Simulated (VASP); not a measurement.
# LaLu2N3 (P-4m2) in VASP: single point with PBE

Aim: the single point of LaLu2N3 with PBE.

All numbers are computed with VASP 6.6.1; they aren't measurements. Logs are shortened: lines on timing, memory, paths and dates and some standing lists are left out, and cuts for length are marked.

**1. The cell of the first run**

The structure is tetragonal, space group P-4m2 (No. 115). The conventional cell has a = 3.400 Å, b = 3.400 Å, c = 9.489 Å, α = 90.00°, β = 90.00°, γ = 90.00°. La (site symmetry -4m2) has 4 N at 2.40 Å within 3.2 Å. Within 2.9 Å of Lu (site symmetry 2mm) lie 5 N at 2.23 to 2.40 Å. N (site symmetry -4m2) has 4 La at 2.40 Å within 3.2 Å. N (site symmetry 2mm) has 5 Lu at 2.23 to 2.40 Å within 2.9 Å.

The cell was generated, and may not be a known phase.

**2. Single point, PBE**

INCAR reads:

```
SYSTEM = LaLu2N3
PREC = Accurate
ENCUT = 1330
EDIFF = 1E-6
ISMEAR = 0
SIGMA = 0.1
LREAL = .False.
LASPH = .True.
NELM = 200
ALGO = Normal
ISIF = 2
LWAVE = .False.
LCHARG = .False.
GGA = PE
NBANDS = 47
GGA_COMPAT = .False.
LMAXMIX = 6
```

KPOINTS reads:

```
Automatic mesh
0
Gamma
  6 6 2
  0 0 0
```

POSCAR reads:

```
LaLu2N3
1.0
    3.4002761127      0.0000000000      0.0000000000
    0.0000000000      3.4002761127      0.0000000000
    0.0000000000      0.0000000000      9.4886554331
La Lu N
1 2 3
Direct
    0.0000000000      0.0000000000      0.0000000000
    0.0000000000      0.5000000000      0.6198288596
    0.5000000000      0.0000000000      0.3801711404
    0.5000000000      0.5000000000      0.0000000000
    0.0000000000      0.5000000000      0.3848682719
    0.5000000000      0.0000000000      0.6151317281
```

Potentials or basis: VASP PAW PBE potentials, release 64 (La, Lu, N_h).

Command:

```bash
> cat potpaw_PBE.64/La/POTCAR potpaw_PBE.64/Lu/POTCAR potpaw_PBE.64/N_h/POTCAR > POTCAR
> mpirun -np 1 vasp_std > vasp.out
```

OUTCAR:

```text
SYSTEM = LaLu2N3
   PREC = Accurate
   ENCUT = 1330
   EDIFF = 1E-6
   ISMEAR = 0
   LREAL = .False.
   LASPH = .True.
   NELM = 200
   ISIF = 2
   GGA = PE

 ion  position               nearest neighbor table
   1  0.000  0.000  0.000-   4 2.40   4 2.40   4 2.40   4 2.40
   2  0.000  0.500  0.620-   5 2.23   6 2.40   6 2.40   6 2.40   6 2.40   3 3.31   3 3.31   3 3.31
                             3 3.31
   3  0.500  0.000  0.380-   6 2.23   5 2.40   5 2.40   5 2.40   5 2.40   2 3.31   2 3.31   2 3.31
                             2 3.31
   4  0.500  0.500  0.000-   1 2.40   1 2.40   1 2.40   1 2.40
   5  0.000  0.500  0.385-   2 2.23   3 2.40   3 2.40   3 2.40   3 2.40
   6  0.500  0.000  0.615-   3 2.23   2 2.40   2 2.40   2 2.40   2 2.40

  LATTYP: Found a simple tetragonal cell.
 ALAT       =     3.4002761127
 C/A-ratio  =     2.7905543899

  Lattice vectors:

 A1 = (   3.4002761127,   0.0000000000,   0.0000000000)
 A2 = (   0.0000000000,   3.4002761127,   0.0000000000)
 A3 = (   0.0000000000,   0.0000000000,   9.4886554331)

Analysis of symmetry for initial positions (statically):
=====================================================================
 Subroutine PRICEL returns:
 Original cell was already a primitive cell.

 Routine SETGRP: Setting up the symmetry group for a
 simple tetragonal supercell.

 Subroutine GETGRP returns: Found  8 space group operations
 (whereof  8 operations were pure point group operations)
 out of a pool of 16 trial point group operations.

The static configuration has the point symmetry D_2d.

Analysis of symmetry for dynamics (positions and initial velocities):
=====================================================================
 Subroutine PRICEL returns:
 Original cell was already a primitive cell.

 Routine SETGRP: Setting up the symmetry group for a
 simple tetragonal supercell.

 Subroutine GETGRP returns: Found  8 space group operations
 (whereof  8 operations were pure point group operations)
 out of a pool of 16 trial point group operations.

The dynamic configuration has the point symmetry D_2d.

 Subroutine INISYM returns: Found  8 space group operations
 (whereof  8 operations are pure point group operations),
 and found     1 'primitive' translations

----------------------------------------------------------------------------------------

                                     Primitive cell

  volume of cell :     109.7067

[... 87 lines left out ...]
   LSORBIT =      F    spin-orbit coupling
   LASPH  =      T    aspherical Exc in radial PAW
   ENCUT  = 1330.0 eV  97.75 Ry    9.89 a.u.  10.11 10.11 28.22*2*pi/ulx,y,z
   NELM   =    200;   NELMIN=  2; NELMDL= -5     # of ELM steps
   EDIFF  = 0.1E-05   stopping-criterion for ELM
   LREAL  =      F    real-space projection
[... 7 lines left out ...]
   TEBEG  =    0.0;   TEEND  =   0.0 temperature during run
   PSTRESS=    0.0 pullay stress
   NELECT =      76.0000    total number of electrons
   NUPDOWN=      -1.0000    fix difference up-down
   EMIN   =  10.00;   EMAX   =-10.00  energy-range for DOS
   EFERMI =   0.00;   METHOD = LEGACY
   ISMEAR =     0;   SIGMA  =   0.10  broadening in eV -4-tet -1-fermi 0-gaus
   EFERMI_NEDOS =   21; number of points for ismear=-14 and -15
   IALGO  =     38    algorithm
   IMIX   =      4    mixing-type and parameters
     AMIX     =   0.40;   BMIX     =  1.00
     AMIX_MAG =   1.60;   BMIX_MAG =  1.00
  volume/ion in A,a.u.               =      18.28       123.39
  Fermi-wavevector in a.u.,A,eV,Ry     =   1.448555  2.737372 28.549265  2.098312
  Thomas-Fermi vector in A             =   2.566383
   LORBIT       =      0    0 simple, 1 ext, 2 COOP (PROOUT), +10 PAW based schemes
   GGA     = PE    functional components
   LHFCALC =     F    Hartree Fock is set to
   AEXX    =    0.0000 exact exchange contribution
   IVDW    =     0    specifies the selected vdW correction
   LEPSILON=     F    determine dielectric tensor
   LRPA    =     F    only Hartree local field effects (RPA)
 non-spin polarized calculation
 Gauss-broadening in eV      SIGMA  =   0.10
  energy-cutoff  :     1330.00
  volume of cell :      109.71
 maximum number of plane-waves:     12120
   NGX = 21   NGY = 21   NGZ = 57

 number of electron      76.0000004 magnetization

 Free energy of the ion-electron system (eV)
  ---------------------------------------------------
  ext. energy  EPLUGINS =         0.00000000
  ---------------------------------------------------
  free energy    TOTEN  =       -45.82213038 eV

  energy without entropy =      -45.81393821  energy(sigma->0) =      -45.81803430

 E-fermi :   4.6757     XC(G=0): -10.5158

 val. band max:        4.6283413767   @ k =   0.3333   0.3333   0.5000
 cond. band min:       4.7305163928   @ k =   0.1667   0.1667   0.0000
 fundamental gap:      0.1021750161
 Fermi energy:         4.6756886320

 k-point     1 :       0.0000    0.0000    0.0000
  band No.  band energies     occupation
      1     -50.6937      2.00000
      2     -50.6553      2.00000
      3     -27.0434      2.00000
      4     -21.8153      2.00000
      5     -21.4451      2.00000
      6     -21.2811      2.00000
[... 989 lines left out ...]
     46       8.4726      0.00000
     47       8.4989      0.00000

------------------------ aborting loop because EDIFF is reached ----------------------------------------

  FORCE on cell =-STRESS in cart. coord.  units (eV):
  Direction    XX          YY          ZZ          XY          YZ          ZX
  --------------------------------------------------------------------------------------
  -------------------------------------------------------------------------------------
  Total        0.1726733      0.1726733      0.2505352      0.0000000      0.0000000      0.0000000
  in kB        2.5217547      2.5217547      3.6588641      0.0000000      0.0000000      0.0000000
  external PRESSURE =       2.9007912 kB  Pullay stress =       0.0000000 kB

 VOLUME and BASIS-vectors are now :
 -----------------------------------------------------------------------------
  energy-cutoff  :     1330.00
  volume of cell :      109.71
      direct lattice vectors                 reciprocal lattice vectors
     3.400276113  0.000000000  0.000000000     0.294093764  0.000000000  0.000000000
     0.000000000  3.400276113  0.000000000     0.000000000  0.294093764  0.000000000
     0.000000000  0.000000000  9.488655433     0.000000000  0.000000000  0.105389010

 POSITION                                       TOTAL-FORCE (eV/Angst)
 -----------------------------------------------------------------------------------
      0.00000      0.00000      0.00000         0.000000      0.000000      0.000000
      0.00000      1.70014      5.88134        -0.000000      0.000000      0.064020
      1.70014      0.00000      3.60731         0.000000     -0.000000     -0.064020
      1.70014      1.70014      0.00000         0.000000     -0.000000      0.000000
      0.00000      1.70014      3.65188         0.000000      0.000000     -0.041292
      1.70014      0.00000      5.83677         0.000000      0.000000      0.041292
 -----------------------------------------------------------------------------------
    total drift:                               -0.000000     -0.000000      0.000000

  FREE ENERGIE OF THE ION-ELECTRON SYSTEM (eV)
  ---------------------------------------------------
  free  energy   TOTEN  =       -45.8221303843 eV

  energy  without entropy=      -45.8139382088  energy(sigma->0) =      -45.81803430
```

OSZICAR:

```text
N       E                     dE             d eps       ncg     rms          rms(c)
DAV:   1     0.110537156900E+04    0.11054E+04   -0.47031E+04  2671   0.850E+03
DAV:   2     0.216817159077E+03   -0.88855E+03   -0.82103E+03  2640   0.123E+03
DAV:   3     0.312739073827E+01   -0.21369E+03   -0.19779E+03  2160   0.354E+02
DAV:   4    -0.514415826391E+02   -0.54569E+02   -0.52310E+02  3179   0.123E+02
DAV:   5    -0.561685785503E+02   -0.47270E+01   -0.46957E+01  3009   0.382E+01    0.199E+01
DAV:   6    -0.457046147871E+02    0.10464E+02   -0.70634E+01  3264   0.745E+01    0.879E+00
DAV:   7    -0.459266077453E+02   -0.22199E+00   -0.14595E+01  3192   0.223E+01    0.493E+00
DAV:   8    -0.458453971912E+02    0.81211E-01   -0.23158E+00  3585   0.966E+00    0.220E+00
DAV:   9    -0.458160581875E+02    0.29339E-01   -0.36927E-01  3204   0.483E+00    0.939E-01
DAV:  10    -0.458224655873E+02   -0.64074E-02   -0.21134E-01  3441   0.253E+00    0.571E-01
DAV:  11    -0.458219588897E+02    0.50670E-03   -0.38289E-02  3218   0.198E+00    0.270E-01
DAV:  12    -0.458219681219E+02   -0.92322E-05   -0.10528E-02  3090   0.476E-01    0.980E-02
DAV:  13    -0.458221107667E+02   -0.14264E-03   -0.14100E-03  2912   0.350E-01    0.317E-02
DAV:  14    -0.458221244633E+02   -0.13697E-04   -0.28630E-04  3371   0.101E-01    0.179E-02
DAV:  15    -0.458221284570E+02   -0.39937E-05   -0.34096E-05  3016   0.333E-02    0.123E-02
DAV:  16    -0.458221301753E+02   -0.17183E-05   -0.13431E-05  3081   0.234E-02    0.394E-03
DAV:  17    -0.458221303843E+02   -0.20901E-06   -0.39656E-06  2250   0.171E-02
   1 F= -.45822130E+02 E0= -.45818034E+02  d E =-.819218E-02
```

stdout:

```text
POSCAR found type information on POSCAR LaLuN
 POSCAR found :  3 types and       6 ions
 scaLAPACK will be used
 LDA part: xc-table for (Slater+PW92), standard interpolation
 POSCAR, INCAR and KPOINTS ok, starting setup
 FFT: planning ... GRIDC
 FFT: planning ... GRID_SOFT
 FFT: planning ... GRID
 WAVECAR not read
 entering main loop
```

Wall time 4.7 min (1 thread of AMD EPYC 9R45 (Zen 5), shared host); peak memory 0.72 GiB.

What came out:

```yaml
Free_energy: -45.8221 eV
Pressure: 0.3 GPa
Largest_force: 0.064 eV/Å
Band_gap_on_the_k_mesh: zero (bands 38 and 39 overlap by 0.87 eV)
```

Forces on the atoms (eV/Å):
```
La   0.000  0.000  0.000
Lu   0.000  0.000  0.064
Lu   0.000  0.000 -0.064
N    0.000  0.000  0.000
N    0.000  0.000 -0.041
N    0.000  0.000  0.041
```

Levels at points of the mesh, in eV from the Fermi level:
```csv
k point,band 35,band 36,band 37,band 38,band 39,band 40,band 41,band 42
"(0.00, 0.00, 0.00)",-0.67,-0.67,-0.52,-0.52,-0.49,0.12,0.19,1.97
"(0.50, 0.00, 0.00)",-2.76,-2.74,-2.54,-2.09,1.06,2.14,3.21,3.33
"(0.50, 0.50, 0.00)",-1.55,-1.16,0.38,0.38,0.63,1.33,1.33,1.33
"(0.00, 0.00, 0.50)",-0.67,-0.67,-0.51,-0.51,0.09,0.20,1.30,1.77
"(0.50, 0.00, 0.50)",-2.76,-2.73,-2.53,-2.26,1.60,2.62,3.06,3.22
"(0.50, 0.50, 0.50)",-1.61,-1.48,0.38,0.38,1.01,1.01,1.11,1.59
```

Caveat: spin-orbit coupling is left out, which moves the levels of the heavy elements.

The gap in the log of VASP goes by the Fermi energy; the results here count the filled bands.